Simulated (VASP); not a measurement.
Input of a VASP 6.6.1 run:

Contents of INCAR:

```
PREC     = Accurate       # precision mode
ENCUT    = 520            # plane-wave cutoff, eV
EDIFF    = 1E-6           # SCF threshold, eV
ISMEAR   = -1             # smearing method
SIGMA    = 0.1            # smearing width, eV
LREAL    = False          # projectors in reciprocal space
LASPH    = True           # aspherical terms in the spheres
NELM     = 100            # most SCF steps
ALGO     = Normal         # electronic algorithm
ISIF     = 2              # what is computed and relaxed
LWAVE    = False          # write WAVECAR
LCHARG   = False          # write CHGCAR
GGA      = PS             # functional
NBANDS   = 14             # bands
```

KPOINTS

```
regular mesh
0
Gamma
  23 23 3
```

POSCAR

```
B
1.0
    1.7542644475      0.0000000000      0.0000000000
   -0.8771322237      1.5192375765      0.0000000000
    0.0000000000      0.0000000000     14.7096067299
B
4
Direct
    0.0000000000      0.0000000000      0.0000000000
    0.0000000000      0.0000000000      0.5000000000
    0.3333333333      0.6666666667      0.2500000000
    0.6666666667      0.3333333333      0.7500000000
```

Potentials or basis: VASP PAW PBE potentials, release 64 (B).

Run with:

```console
$ cat potpaw_PBE.64/B/POTCAR > POTCAR
$ mpirun -np 1 vasp_std > vasp.out
```

**Question.** What does it give for the pressure?

**Answer.** -13.5 GPa.

**Question.** Predict the band gap on the k mesh.

**Answer.** Zero (band 6 reaches 7.74 eV, above the bottom of band 7 at -2.57 eV).

Stress tensor (GPa, compression positive):
```
-19.70   0.00   0.00
  0.00 -19.70   0.00
  0.00   0.00  -1.04
```

Caveat: the PAW data sets were made with another functional, which shifts forces and pressure a little; this functional lacks dispersion, which binds the layers, so the pressure and a relaxed spacing across them are unreliable.
